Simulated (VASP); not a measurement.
# Mg (P6_3/mmc) in VASP: further runs

Runs on Mg. Level: r2SCAN. Tasks: single point.

All numbers are computed with VASP 6.6.1; they aren't measurements. Logs are shortened: lines on timing, memory, paths and dates and some standing lists are left out, and cuts for length are marked.

### Step 1. The cell of the first run

Symmetry: P6_3/mmc, No. 194, hexagonal system. Conventional cell: a = 3.286 Å, b = 3.286 Å, c = 10.157 Å, α = 90.00°, β = 90.00°, γ = 120.00°. Mg (site symmetry -3m) has 12 Mg at 3.17 to 3.29 Å within 4.2 Å. Mg (site symmetry -6m2) has 12 Mg at 3.17 to 3.29 Å within 4.2 Å.

### Step 2. Single point, r2SCAN (biaxial strain in the a-b plane: +3.0 %, then relaxed in part)

File POSCAR:

```
Mg
1.0
    3.2860925357      0.0000000000      0.0000000000
   -1.6430462679      2.8458396151      0.0000000000
    0.0000000000      0.0000000000     10.1567098713
Mg
4
Direct
    0.0000000000      0.0000000000      0.0000000000
    0.3333333333      0.6666666667      0.2500000000
    0.0000000000      0.0000000000      0.5000000000
    0.6666666667      0.3333333333      0.7500000000
```

File INCAR.step1:

```
SYSTEM = Mg
ALGO     = Normal         ! electronic algorithm
EDIFF    = 1E-4           ! SCF threshold, eV
ENCUT    = 520            ! plane-wave cutoff, eV
GGA      = PE             ! functional
ISMEAR   = 0              ! smearing method
LASPH    = .TRUE.         ! aspherical terms in the spheres
LCHARG   = .FALSE.        ! write CHGCAR
LREAL    = .FALSE.        ! projectors in reciprocal space
LWAVE    = .TRUE.         ! write WAVECAR
NBANDS   = 12             ! bands
NELM     = 60             ! most SCF steps
PREC     = Accurate       ! precision mode
SIGMA    = 0.1            ! smearing width, eV
```

File INCAR.step2:

```
SYSTEM = Mg
ALGO     = Normal         ! electronic algorithm
EDIFF    = 1E-7           ! SCF threshold, eV
ENCUT    = 520            ! plane-wave cutoff, eV
ISIF     = 2              ! what is computed and relaxed
ISMEAR   = 0              ! smearing method
ISTART   = 1            
LASPH    = .TRUE.         ! aspherical terms in the spheres
LCHARG   = .TRUE.         ! write CHGCAR
LELF     = .TRUE.         ! ELF
LMIXTAU  = .TRUE.       
LREAL    = .FALSE.        ! projectors in reciprocal space
LVHAR    = .TRUE.       
LWAVE    = .FALSE.        ! write WAVECAR
METAGGA  = R2SCAN         ! meta-GGA
NBANDS   = 12             ! bands
NELM     = 60             ! most SCF steps
PREC     = Accurate       ! precision mode
SIGMA    = 0.1            ! smearing width, eV
```

File KPOINTS:

```
k-points
0
G
  18 18 6
  0 0 0
```

Potentials or basis: VASP PAW PBE potentials, release 64 (Mg).

On the command line:

```bash
$ cat potpaw_PBE.64/Mg/POTCAR > POTCAR
$ cp INCAR.step1 INCAR
$ mpirun -np 1 vasp_std > vasp.out
$ cp INCAR.step2 INCAR
$ mpirun -np 1 vasp_std > vasp.out
```

OUTCAR:

```text
SYSTEM = Mg
   EDIFF = 1E-7
   ENCUT = 520
   ISIF = 2
   ISMEAR = 0
   ISTART = 1
   LASPH = .TRUE.
   LREAL = .FALSE.
   METAGGA = R2SCAN
   NELM = 60
   PREC = Accurate

 ion  position               nearest neighbor table
   1  0.000  0.000  0.000-   2 3.17   4 3.17   4 3.17   2 3.17   4 3.17   2 3.17
   2  0.333  0.667  0.250-   1 3.17   3 3.17   1 3.17   3 3.17   1 3.17   3 3.17
   3  0.000  0.000  0.500-   2 3.17   4 3.17   4 3.17   2 3.17   4 3.17   2 3.17
   4  0.667  0.333  0.750-   1 3.17   3 3.17   1 3.17   3 3.17   1 3.17   3 3.17

  LATTYP: Found a hexagonal cell.
 ALAT       =     3.2860925357
 C/A-ratio  =     3.0908167561

  Lattice vectors:

 A1 = (   3.2860925357,   0.0000000000,   0.0000000000)
 A2 = (  -1.6430462679,   2.8458396151,   0.0000000000)
 A3 = (   0.0000000000,   0.0000000000,  10.1567098713)

Analysis of symmetry for initial positions (statically):
=====================================================================
 Subroutine PRICEL returns:
 Original cell was already a primitive cell.

 Routine SETGRP: Setting up the symmetry group for a
 hexagonal supercell.

 Subroutine GETGRP returns: Found 24 space group operations
 (whereof 12 operations were pure point group operations)
 out of a pool of 24 trial point group operations.

The static configuration has the point symmetry D_3d.
 The point group associated with its full space group is D_6h.

Analysis of symmetry for dynamics (positions and initial velocities):
=====================================================================
 Subroutine PRICEL returns:
 Original cell was already a primitive cell.

 Routine SETGRP: Setting up the symmetry group for a
 hexagonal supercell.

 Subroutine GETGRP returns: Found 24 space group operations
 (whereof 12 operations were pure point group operations)
 out of a pool of 24 trial point group operations.

The dynamic configuration has the point symmetry D_3d.
 The point group associated with its full space group is D_6h.

 Subroutine INISYM returns: Found 24 space group operations
 (whereof 12 operations are pure point group operations),
 and found     1 'primitive' translations

----------------------------------------------------------------------------------------

                                     Primitive cell

  volume of cell :      94.9824

  direct lattice vectors                    reciprocal lattice vectors
     3.286092536  0.000000000  0.000000000     0.304312794  0.175695073  0.000000000
    -1.643046268  2.845839615  0.000000000     0.000000000  0.351390147  0.000000000
[... 103 lines left out ...]
   EFERMI =   0.00;   METHOD = LEGACY
   ISMEAR =     0;   SIGMA  =   0.10  broadening in eV -4-tet -1-fermi 0-gaus
   EFERMI_NEDOS =   21; number of points for ismear=-14 and -15
   IALGO  =     38    algorithm
   IMIX   =      4    mixing-type and parameters
     AMIX     =   0.40;   BMIX     =  1.00
     AMIX_MAG =   1.60;   BMIX_MAG =  1.00
  volume/ion in A,a.u.               =      23.75       160.24
  Fermi-wavevector in a.u.,A,eV,Ry     =   0.717613  1.356092  7.006574  0.514969
  Thomas-Fermi vector in A             =   1.806338
   LORBIT       =      0    0 simple, 1 ext, 2 COOP (PROOUT), +10 PAW based schemes
   METAGGA = R2SCAN    functional components
   LHFCALC =     F    Hartree Fock is set to
   AEXX    =    0.0000 exact exchange contribution
   IVDW    =     0    specifies the selected vdW correction
   LEPSILON=     F    determine dielectric tensor
   LRPA    =     F    only Hartree local field effects (RPA)
 non-spin polarized calculation
 Gauss-broadening in eV      SIGMA  =   0.10
  energy-cutoff  :      520.00
  volume of cell :       94.98
 maximum number of plane-waves:      2592
   NGX = 13   NGY = 13   NGZ = 37

 number of electron       8.0000000 magnetization

 Free energy of the ion-electron system (eV)
  ---------------------------------------------------
  ext. energy  EPLUGINS =         0.00000000
  ---------------------------------------------------
  free energy    TOTEN  =       -16.51115522 eV

  energy without entropy =      -16.50422653  energy(sigma->0) =      -16.50769087

 E-fermi :   2.4799     XC(G=0):  -8.9317

 val. band max:        2.4776588243   @ k =   0.2778   0.1111   0.1667
 cond. band min:       2.4859997398   @ k =   0.3889   0.0556   0.5000
 fundamental gap:      0.0083409155
 Fermi energy:         2.4798691202

 k-point     1 :       0.0000    0.0000    0.0000
  band No.  band energies     occupation
      1      -4.7700      2.00000
      2      -3.2224      2.00000
      3      -3.2222      2.00000
      4       0.9111      2.00000
      5       1.7504      2.00000
      6       8.5467      0.00000
      7       8.5644      0.00000
      8      13.4125      0.00000
      9      13.4125      0.00000
     10      13.4335      0.00000
     11      13.4335      0.00000
     12      14.2576      0.00000
[... 331 lines left out ...]
 k-point    24 :       0.3889    0.1111    0.0000
  band No.  band energies     occupation
      1      -0.7410      2.00000
      2       0.7017      2.00000
      3       0.7162      2.00000
      4       1.3725      2.00000
      5       2.8932      0.00000
      6       2.9152      0.00000
      7       4.7276      0.00000
      8       5.5217      0.00000
      9       6.5900      0.00000
     10       6.7576      0.00000
     11       8.0696      0.00000
     12       8.1182      0.00000

 [... further k-points ...]

------------------------ aborting loop because EDIFF is reached ----------------------------------------

  FORCE on cell =-STRESS in cart. coord.  units (eV):
  Direction    XX          YY          ZZ          XY          YZ          ZX
  --------------------------------------------------------------------------------------
  -------------------------------------------------------------------------------------
  Total       -1.5794715     -1.5794715     -0.1571562      0.0000000      0.0000000      0.0000000
  in kB      -26.6427536    -26.6427536     -2.6509329      0.0000000      0.0000000      0.0000000
  external PRESSURE =     -18.6454800 kB  Pullay stress =       0.0000000 kB

 VOLUME and BASIS-vectors are now :
 -----------------------------------------------------------------------------
  energy-cutoff  :      520.00
  volume of cell :       94.98
      direct lattice vectors                 reciprocal lattice vectors
     3.286092536  0.000000000  0.000000000     0.304312794  0.175695073  0.000000000
    -1.643046268  2.845839615  0.000000000     0.000000000  0.351390147  0.000000000
     0.000000000  0.000000000 10.156709871     0.000000000  0.000000000  0.098457080

 POSITION                                       TOTAL-FORCE (eV/Angst)
 -----------------------------------------------------------------------------------
      0.00000      0.00000      0.00000         0.000000      0.000000     -0.000000
     -0.00000      1.89723      2.53918        -0.000000      0.000000      0.000000
      0.00000      0.00000      5.07835         0.000000      0.000000     -0.000000
      1.64305      0.94861      7.61753         0.000000     -0.000000     -0.000000
 -----------------------------------------------------------------------------------
    total drift:                               -0.000000      0.000000     -0.000000

  FREE ENERGIE OF THE ION-ELECTRON SYSTEM (eV)
  ---------------------------------------------------
  free  energy   TOTEN  =       -16.5111552174 eV

  energy  without entropy=      -16.5042265320  energy(sigma->0) =      -16.50769087
```

OSZICAR.step1:

```text
N       E                     dE             d eps       ncg     rms          rms(c)
DAV:   1     0.314991783536E+01    0.31499E+01   -0.25325E+03  3552   0.471E+02
DAV:   2    -0.571899126339E+01   -0.88689E+01   -0.84661E+01  4432   0.532E+01
DAV:   3    -0.600163718728E+01   -0.28265E+00   -0.27841E+00  4756   0.710E+00
DAV:   4    -0.600317317490E+01   -0.15360E-02   -0.15357E-02  4284   0.578E-01
DAV:   5    -0.600318777893E+01   -0.14604E-04   -0.14604E-04  4576   0.612E-02    0.134E+00
DAV:   6    -0.599110555895E+01    0.12082E-01   -0.15400E-03  4156   0.307E-01    0.861E-01
DAV:   7    -0.597618696866E+01    0.14919E-01   -0.60236E-03  3864   0.533E-01    0.456E-02
DAV:   8    -0.597619793599E+01   -0.10967E-04   -0.44688E-05  3456   0.395E-02
   1 F= -.59761979E+01 E0= -.59726482E+01  d E =-.709948E-02
```

It took 5.4 min on 1 thread of AMD EPYC 9R45 (Zen 5), shared host; peak memory 0.28 GiB.

Results:

```yaml
Free_energy: -16.5112 eV
Pressure: -1.9 GPa
Band_gap_on_the_k_mesh: zero (bands 4 and 5 overlap by 1.86 eV)
```

Caveat: the cell differs from its parent crystal (biaxial strain in the a-b plane: +3.0 %, then relaxed in part); the PAW data sets were made with another functional, which shifts forces and pressure a little.

### Step 3. Single point, r2SCAN (biaxial strain in the a-b plane: +4.5 %)

File POSCAR:

```
Mg
1.0
    3.3339482523      0.0000000000      0.0000000000
   -1.6669741261      2.8872838814      0.0000000000
    0.0000000000      0.0000000000      9.9885982431
Mg
4
Direct
    0.0000000000      0.0000000000      0.0000000000
    0.3333333333      0.6666666667      0.2500000000
    0.0000000000      0.0000000000      0.5000000000
    0.6666666667      0.3333333333      0.7500000000
```

File INCAR.step1:

```
SYSTEM = Mg
  ALGO = Normal
  EDIFF = 1E-4
  ENCUT = 520
  GGA = PE
  ISMEAR = 0
  LASPH = .TRUE.
  LCHARG = .FALSE.
  LREAL = .FALSE.
  LWAVE = .TRUE.
  NBANDS = 12
  NELM = 80
  PREC = Accurate
  SIGMA = 0.1
```

File INCAR.step2:

```
SYSTEM = Mg
  ALGO = Normal
  EDIFF = 1E-6
  ENCUT = 520
  ISIF = 2
  ISMEAR = 0
  ISTART = 1
  LASPH = .TRUE.
  LCHARG = .FALSE.
  LMIXTAU = .TRUE.
  LREAL = .FALSE.
  LWAVE = .FALSE.
  METAGGA = R2SCAN
  NBANDS = 12
  NELM = 80
  PREC = Accurate
  SIGMA = 0.1
```

KPOINTS is that of step 2.

Potentials or basis: VASP PAW PBE potentials, release 64 (Mg).

On the command line:

```bash
$ cat potpaw_PBE.64/Mg/POTCAR > POTCAR
$ cp INCAR.step1 INCAR
$ mpirun -np 1 vasp_std > vasp.out
$ cp INCAR.step2 INCAR
$ mpirun -np 1 vasp_std > vasp.out
```

Run time: 6.2 min. Hardware: 1 thread of AMD EPYC 9R45 (Zen 5), shared host; peak memory 0.32 GiB.

Results (log left out):

```yaml
Free_energy: -16.4579 eV
Pressure: -2.1 GPa
Band_gap_on_the_k_mesh: zero (bands 4 and 5 overlap by 1.85 eV)
```

Stress tensor (GPa, compression positive):
```
-3.40  0.00  0.00
 0.00 -3.40  0.00
 0.00  0.00  0.55
```

Levels at points of the mesh, in eV from the Fermi level:
| k point | band 2 | band 3 | band 4 | band 5 | band 6 | band 7 |
| --- | --- | --- | --- | --- | --- | --- |
| (0.00, 0.00, 0.00) | -5.61 | -5.61 | -1.37 | -0.44 | 6.53 | 6.56 |
| (0.50, 0.00, 0.00) | -2.48 | -1.26 | -1.24 | -0.61 | -0.59 | 3.00 |
| (0.00, 0.00, 0.50) | -6.81 | -3.65 | -3.65 | 2.54 | 2.54 | 10.74 |
| (0.50, 0.00, 0.50) | -2.18 | -2.05 | -2.05 | 0.75 | 0.75 | 1.26 |

Caveat: the cell differs from its parent crystal (biaxial strain in the a-b plane: +4.5 %); the PAW data sets were made with another functional, which shifts forces and pressure a little.
